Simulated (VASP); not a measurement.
Hf2TaN4:

```
Hf Ta N
1.0
     3.24445    0.00000    0.00000
    -0.01000    5.55929    0.00000
    -1.60648   -1.34256    5.19410
Hf Ta N
2 1 4
Direct
  0.76853 0.76420 0.53759
  0.23147 0.23580 0.46241
  0.00000 0.50000 0.00000
  0.84803 0.15094 0.69683
  0.37115 0.60682 0.74213
  0.15197 0.84906 0.30317
  0.62885 0.39318 0.25787
```

The cell was generated, and may not be a known phase.

| Item | Value |
| --- | --- |
| Program | VASP 6.6.1 |
| Task | relaxation of cell and atoms |
| Functional | PBE |
| Potentials or basis | VASP PAW PBE potentials, release 64 (Hf_pv, Ta_pv, N) |
| Cutoff | 600 eV |
| k mesh | 4 × 2 × 3 |
| Occupations | gaussian, width 0.15 eV |
| Spin | no spin polarisation |

At the start: pressure -10.0 GPa; volume 13.38 Å³/atom.

Q: How do energy, volume and symmetry change on relaxing?

A: Over 12 steps the energy falls by 95.4 meV/atom and the volume is 12.53 Å³/atom (-6.4 %); space group C2/m (No. 12, to 0.1 Å) before and after.

Step by step:
| step | energy change (eV) | largest force (eV/Å) | pressure (GPa) | volume (Å³) |
| --- | --- | --- | --- | --- |
| 1 | 0.0000 | 1.8296 | -10.04 | 93.69 |
| 2 | -0.2618 | 1.2574 | 19.71 | 82.71 |
| 3 | -0.4880 | 1.0774 | 5.67 | 86.87 |
| 4 | -0.5975 | 0.9670 | -3.05 | 88.90 |
| 5 | -0.6403 | 0.4249 | -0.31 | 88.18 |
| 6 | -0.6615 | 0.1941 | -0.57 | 88.01 |
| 7 | -0.6638 | 0.1452 | -0.63 | 87.93 |
| 8 | -0.6652 | 0.0646 | 1.07 | 87.32 |
| 9 | -0.6656 | 0.0908 | 0.50 | 87.52 |
| 10 | -0.6670 | 0.0806 | 0.03 | 87.66 |
| 11 | -0.6670 | 0.0853 | 0.00 | 87.67 |
| 12 | -0.6676 | 0.0468 | -0.07 | 87.72 |

Final structure:
```xyz
7
Lattice="3.1632 -0.0006 -0.0073 -0.0111 5.6167 -0.0048 -1.5777 -1.3598 4.9419" Properties=species:S:1:pos:R:3 pbc="T T T"
Hf    1.5807    3.5884    2.7159
Hf   -0.0063    0.6679    2.2138
Ta    3.1576    2.8077   -0.0097
N     1.5767   -0.0682    3.5106
N    -0.0004    2.4059    3.7603
N    -0.0023    4.3244    1.4191
N     1.5748    1.8503    1.1694
```

Caveat: the k points lie up to 0.58 Å⁻¹ apart in the final cell, too coarse for converged energies and pressures of a metal; an odd number of electrons without spin polarisation forces a metal; a magnetic or distorted state may lie lower; the relaxation stopped at a loose force limit of 0.08 eV/Å, so its end isn't a converged minimum.
